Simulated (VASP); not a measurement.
Input of a VASP 6.6.1 run:

The input INCAR:

```
  PREC = Accurate
  ENCUT = 600
  EDIFF = 1E-6
  ISMEAR = 0
  SIGMA = 0.01
  LREAL = False
  LASPH = True
  NELM = 120
  ALGO = Normal
  ISIF = 2
  LWAVE = False
  LCHARG = True
  GGA = CA
  LELF = True
  LVHAR = True
  NBANDS = 21
  GGA_COMPAT = False
```

File KPOINTS:

```
regular mesh
0
Gamma
  5 5 4
```

The input POSCAR:

```
CdH2O2
1.0
    3.8398220000      0.0000000000      0.0000000000
   -1.9199110000      3.3253833980      0.0000000000
    0.0000000000      0.0000000000      4.4413930000
Cd H O
1 2 2
Direct
    0.3333330000      0.6666670000      0.9873000000
    0.0000000000      0.0000000000      0.0080770000
    0.6666670000      0.3333330000      0.4318850000
    0.0000000000      0.0000000000      0.7861940000
    0.6666670000      0.3333330000      0.2118940000
```

Potentials or basis: VASP PAW LDA potentials, release 64 (Cd, H, O).

The run is started by

```sh
$ cat potpaw_LDA.64/Cd/POTCAR potpaw_LDA.64/H/POTCAR potpaw_LDA.64/O/POTCAR > POTCAR
$ mpirun -np 1 vasp_std > vasp.out
```

Problem. Estimate the band gap on the k mesh.

Solution. 1.06 eV (least direct gap 1.57 eV).

Problem. What does it give for the pressure?

Solution. -6.7 GPa.

Problem. Estimate the largest force.

Solution. 0.821 eV/Å.

Stress tensor (GPa, compression positive):
```
-8.59  0.00  0.00
 0.00 -8.59  0.00
 0.00  0.00 -2.94
```

Caveat: the stress differs along the axes, from -9 to -3 GPa. A k mesh can miss the band edges.
